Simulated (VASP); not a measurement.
SnF4, 5 atoms in the cell. The structure is tetragonal, space group I4/mmm (No. 139). Conventional cell: a = 3.888 Å, b = 3.888 Å, c = 8.247 Å, α = 90.00°, β = 90.00°, γ = 90.00°. Sn (site symmetry 4/mmm) has 6 F at 1.94 to 1.95 Å within 2.6 Å. F (site symmetry 4mm) has 1 Sn at 1.95 Å within 2.6 Å. Within 2.6 Å of F (site symmetry mmm) lie 2 Sn at 1.94 Å.  This cell differs from its parent crystal: strain -0.040 along x and y, +0.040 along z.

- Program: VASP 6.6.1
- Task: single point
- Functional: r2SCAN
- Potentials or basis: VASP PAW PBE potentials, release 64 (Sn_d, F)
- Cutoff: 520 eV
- k mesh: 8 × 8 × 8
- Occupations: gaussian, width 0.05 eV
- Spin: no spin polarisation
- Dipole correction: no
- Further INCAR settings: ALGO = Normal; EDIFF = 1e-06; NBANDS = 29

Potentials or basis: VASP PAW PBE potentials, release 64 (Sn_d, F).

The run is started by

```sh
$ cat potpaw_PBE.64/Sn_d/POTCAR potpaw_PBE.64/F/POTCAR > POTCAR
$ cp INCAR.step1 INCAR
$ mpirun -np 1 vasp_std > vasp.out
$ cp INCAR.step2 INCAR
$ mpirun -np 1 vasp_std > vasp.out
```

Hardware: 1 thread of Intel(R) Xeon(R) 6975P-C (Granite Rapids), on a shared host.

How long does it take, and how much memory?

Run time: 4.4 min on 1 thread of Intel(R) Xeon(R) 6975P-C (Granite Rapids) (shared host), peak memory 0.3 GiB. Counts: k points 59.
